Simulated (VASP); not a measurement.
Here is a VASP 6.6.1 calculation.

INCAR

```
SYSTEM = GaP
PREC = Accurate
ENCUT = 520
EDIFF = 1E-6
ISMEAR = 0
SIGMA = 0.01
LREAL = .FALSE.
LASPH = .TRUE.
NELM = 60
ALGO = Normal
ISIF = 2
LWAVE = .FALSE.
LCHARG = .TRUE.
GGA = PE
LELF = .TRUE.
LVHAR = .TRUE.
NBANDS = 16
```

File KPOINTS:

```
Automatic mesh
0
G
  6 6 6
  0 0 0
```

POSCAR

```
GaP
1.0
    0.0000000000      2.6759133327      2.6759133327
    2.6759133327      0.0000000000      2.6759133327
    2.6759133327      2.6759133327      0.0000000000
Ga P
1 1
Direct
    0.0000000000      0.0000000000      0.0000000000
    0.2500000000      0.2500000000      0.2500000000
```

Potentials or basis: VASP PAW PBE potentials, release 64 (Ga_d, P).

Launch:

```sh
$ cat potpaw_PBE.64/Ga_d/POTCAR potpaw_PBE.64/P/POTCAR > POTCAR
$ mpirun -np 1 vasp_std > vasp.out
```

Q: What does it give for the pressure?

A: 7.9 GPa.

Q: What does it give for the band gap on the k mesh?

A: 1.53 eV, indirect (least direct gap 2.29 eV).

A k mesh can miss the band edges. As with any semilocal functional, this PBE gap is likely too small.
